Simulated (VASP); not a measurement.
# H10CO5 in VASP: further runs, part 2 of 2

VASP 6.6.1. The steps go on from the part before.

**3. Single point, PBE+D3(BJ)**

The input, INCAR:

```
SYSTEM = H10CO5
PREC = Accurate ; ENCUT = 1000
EDIFF = 1E-6 ; ISMEAR = -1
SIGMA = 0.05 ; LREAL = Auto
LASPH = .True. ; NELM = 120
ALGO = Normal ; ISIF = 2
LWAVE = .False. ; LCHARG = .False.
GGA = PE ; IVDW = 12
NBANDS = 36 ; GGA_COMPAT = .False.
```

The input, KPOINTS:

```
Automatic mesh
0
Gamma
  1 1 1
  0 0 0
```

The input, POSCAR:

```
H10CO5
1.0
    5.6566530000      0.0000000000      0.0000000000
    0.0000000000      5.6566530000      0.0000000000
    0.0000000000      0.0000000000      5.6566530000
O H C
5 10 1
Direct
    0.5276795306      0.9327247049      0.0570832257
    0.6162831625      0.2991698448      0.7339675953
   -0.0683973367      0.5839672329      0.9591007262
    0.1021982434      1.2292428049      0.2507136287
    0.2526759198      0.8892714473      0.6343327052
    0.6475383942      0.8102848098      0.0211078884
    0.5834899189      1.0524421420     -0.0474131965
    0.4654165635      0.3468835723      0.6601783776
    0.7016870223      0.4369721813      0.8033725951
    0.0267826222      0.6998308010      0.8593774446
    0.0388569000      0.4691820410      1.0414462404
    0.2409375297      1.1273804492      0.2115561976
    0.0076723815      1.0856243082      0.2602245533
    0.6075677614      0.9026892758      0.5638670076
    0.4388107243      0.6336786082      0.4364418323
    0.4235543527      0.8071380726      0.5395947038
```

Potentials or basis: VASP PAW PBE potentials, release 64 (O_h, H_h, C_h).

On the command line:

```console
$ cat potpaw_PBE.64/O_h/POTCAR potpaw_PBE.64/H_h/POTCAR potpaw_PBE.64/C_h/POTCAR > POTCAR
$ mpirun -np 1 vasp_gam > vasp.out
```

OUTCAR:

```text
SYSTEM = H10CO5
   PREC = Accurate
   ENCUT = 1000
   EDIFF = 1E-6
   ISMEAR = -1
   LREAL = Auto
   LASPH = .True.
   NELM = 120
   ISIF = 2
   GGA = PE
   IVDW = 12
 IVDW          = 12

 ion  position               nearest neighbor table
   1  0.528  0.933  0.057-   7 0.95   6 0.99
   2  0.616  0.299  0.734-   8 0.99   9 1.00
   3  0.932  0.584  0.959-  11 1.00  10 1.02
   4  0.102  0.229  0.251-  13 0.97  12 1.00
   5  0.253  0.889  0.634-  16 1.20
   6  0.648  0.810  0.021-   1 0.99
   7  0.583  0.052  0.953-   1 0.95
   8  0.465  0.347  0.660-   2 0.99
   9  0.702  0.437  0.803-   2 1.00
  10  0.027  0.700  0.859-   3 1.02
  11  0.039  0.469  0.041-   3 1.00
  12  0.241  0.127  0.212-   4 1.00
  13  0.008  0.086  0.260-   4 0.97
  14  0.608  0.903  0.564-  16 1.18
  15  0.439  0.634  0.436-  16 1.14
  16  0.424  0.807  0.540-  15 1.14  14 1.18   5 1.20

  LATTYP: Found a simple cubic cell.
 ALAT       =     5.6566530000

  Lattice vectors:

 A1 = (   5.6566530000,   0.0000000000,   0.0000000000)
 A2 = (   0.0000000000,   5.6566530000,   0.0000000000)
 A3 = (   0.0000000000,   0.0000000000,   5.6566530000)

Analysis of symmetry for initial positions (statically):
=====================================================================
 Subroutine PRICEL returns:
 Original cell was already a primitive cell.

 Routine SETGRP: Setting up the symmetry group for a
 simple cubic supercell.

 Subroutine GETGRP returns: Found  1 space group operations
 (whereof  1 operations were pure point group operations)
 out of a pool of 48 trial point group operations.

The static configuration has the point symmetry C_1 .

Analysis of symmetry for dynamics (positions and initial velocities):
[... 132 lines left out ...]
   IALGO  =     38    algorithm
   IMIX   =      4    mixing-type and parameters
     AMIX     =   0.40;   BMIX     =  1.00
     AMIX_MAG =   1.60;   BMIX_MAG =  1.00
  volume/ion in A,a.u.               =      11.31        76.34
  Fermi-wavevector in a.u.,A,eV,Ry     =   1.021722  1.930775 14.203344  1.043916
  Thomas-Fermi vector in A             =   2.155362
   LORBIT       =      0    0 simple, 1 ext, 2 COOP (PROOUT), +10 PAW based schemes
   GGA     = PE    functional components
   LHFCALC =     F    Hartree Fock is set to
   AEXX    =    0.0000 exact exchange contribution
   IVDW    =    12    specifies the selected vdW correction
   LEPSILON=     F    determine dielectric tensor
   LRPA    =     F    only Hartree local field effects (RPA)
 non-spin polarized calculation
  energy-cutoff  :     1000.00
  volume of cell :      181.00
 maximum number of plane-waves:      6519
 NGX is ok and might be reduce to    60
   NGX = 29   NGY = 29   NGZ = 29

 number of electron      43.9999993 magnetization

 Free energy of the ion-electron system (eV)
  ---------------------------------------------------
  ext. energy  EPLUGINS =         0.00000000
  ---------------------------------------------------
  free energy    TOTEN  =       -80.47319110 eV

  energy without entropy =      -80.47319110  energy(sigma->0) =      -80.47319110

 E-fermi :  -1.7807     XC(G=0):  -6.6190

 val. band max:       -3.0445394482   @ k =   0.0000   0.0000   0.0000
 cond. band min:       0.7846516209   @ k =   0.0000   0.0000   0.0000
 fundamental gap:      3.8291910690
 Fermi energy:        -1.7807428436

 k-point     1 :       0.0000    0.0000    0.0000
  band No.  band energies     occupation
      1     -23.7328      2.00000
      2     -22.2720      2.00000
      3     -21.9071      2.00000
      4     -21.6321      2.00000
      5     -21.3755      2.00000
      6     -12.1404      2.00000
[... 26 lines left out ...]
     33       7.7222      0.00000
     34       7.9122      0.00000
 [bands above 34 left out]

------------------------ aborting loop because EDIFF is reached ----------------------------------------

 Edisp (eV)   -0.54361

 E8    (eV) :    -0.1155

  FORCE on cell =-STRESS in cart. coord.  units (eV):
  Direction    XX          YY          ZZ          XY          YZ          ZX
  --------------------------------------------------------------------------------------
  -------------------------------------------------------------------------------------
  Total      -2.44725    -3.13572    -0.86781     0.61159    -0.81225     0.21514
  in kB     -21.66255   -27.75678    -7.68171     5.41369    -7.18986     1.90437
  external pressure =      -19.03 kB  Pullay stress =        0.00 kB

 VOLUME and BASIS-vectors are now :
 -----------------------------------------------------------------------------
  energy-cutoff  :     1000.00
  volume of cell :      181.00
      direct lattice vectors                 reciprocal lattice vectors
     5.656653000  0.000000000  0.000000000     0.176782985  0.000000000  0.000000000
     0.000000000  5.656653000  0.000000000     0.000000000  0.176782985  0.000000000
     0.000000000  0.000000000  5.656653000     0.000000000  0.000000000  0.176782985

 POSITION                                       TOTAL-FORCE (eV/Angst)
 -----------------------------------------------------------------------------------
      2.98490      5.27610      0.32290         0.611845     -1.622132      0.768254
      3.48610      1.69230      4.15180        -0.526187      0.176258     -0.154349
      5.26975      3.30330      5.42530         0.881759      1.166354     -0.758280
      0.57810      1.29675      1.41820         1.115277     -1.617358     -0.462395
      1.42930      5.03030      3.58820        -1.245414     -0.059344     -0.163388
      3.66290      4.58350      0.11940        -0.428226     -0.054322      0.666916
[... 8 lines left out ...]
      2.48220      3.58450      2.46880        -0.640308      0.732876      0.313736
      2.39590      4.56570      3.05230         2.670973     -0.215371     -0.111421
 -----------------------------------------------------------------------------------
    total drift:                               -0.000117     -0.000227      0.001920

  FREE ENERGIE OF THE ION-ELECTRON SYSTEM (eV)
  ---------------------------------------------------
  free  energy   TOTEN  =       -81.0167980293 eV

  energy  without entropy=      -81.0167980293  energy(sigma->0) =      -81.01679803
```

OSZICAR:

```text
N       E                     dE             d eps       ncg     rms          rms(c)
DAV:   1     0.548547904526E+03    0.54855E+03   -0.32365E+04    72   0.186E+03
DAV:   2     0.192203958799E+02   -0.52933E+03   -0.49895E+03   108   0.322E+02
DAV:   3    -0.847440636729E+02   -0.10396E+03   -0.10278E+03    96   0.149E+02
DAV:   4    -0.878607515298E+02   -0.31167E+01   -0.30942E+01    96   0.288E+01
DAV:   5    -0.879260060033E+02   -0.65254E-01   -0.65196E-01    96   0.416E+00    0.173E+01
DAV:   6    -0.808585011323E+02    0.70675E+01   -0.19601E+01    96   0.230E+01    0.702E+00
DAV:   7    -0.805908883736E+02    0.26761E+00   -0.11472E+00    88   0.588E+00    0.418E+00
DAV:   8    -0.804686625673E+02    0.12223E+00   -0.26123E-01    96   0.326E+00    0.693E-01
DAV:   9    -0.804703375915E+02   -0.16750E-02   -0.20884E-02    96   0.902E-01    0.259E-01
DAV:  10    -0.804728370098E+02   -0.24994E-02   -0.71885E-03    88   0.506E-01    0.134E-01
DAV:  11    -0.804730960819E+02   -0.25907E-03   -0.13896E-03    88   0.248E-01    0.548E-02
DAV:  12    -0.804731899710E+02   -0.93889E-04   -0.31319E-04    80   0.117E-01    0.228E-02
DAV:  13    -0.804731897796E+02    0.19133E-06   -0.44286E-05    96   0.438E-02    0.669E-03
DAV:  14    -0.804731908687E+02   -0.10891E-05   -0.68291E-06    80   0.171E-02    0.382E-03
DAV:  15    -0.804731911003E+02   -0.23157E-06   -0.69766E-07    72   0.648E-03
   1 F= -.81016798E+02 E0= -.81016798E+02  d E =-.276925E-10
```

Wall time 20 s (1 thread of Intel Xeon 6975P-C (Granite Rapids), shared host); peak memory 0.43 GiB.

What came out:

```
Free energy                : -81.0168 eV
Pressure                   : -1.9 GPa
Largest force              : 2.682 eV/Å
Dispersion energy per atom : -0.034 eV
```

Forces on the atoms (eV/Å):
```
O    0.612 -1.622  0.768
O   -0.526  0.176 -0.154
O    0.882  1.166 -0.758
O    1.115 -1.617 -0.462
O   -1.245 -0.059 -0.163
H   -0.428 -0.054  0.667
H    0.006  1.754 -1.022
H    0.775 -0.101  0.555
H   -0.115 -0.317 -0.252
H   -0.584 -1.353  0.939
H   -0.524  0.389 -0.257
H    0.386  1.246 -0.095
H   -1.294  0.496  0.331
H   -1.089 -0.620 -0.299
H   -0.640  0.733  0.314
C    2.671 -0.215 -0.111
```

Caveat: the k points lie up to 1.11 Å⁻¹ apart, too coarse for converged energies, forces and pressures; the atoms stand as in a frame of molecular dynamics.
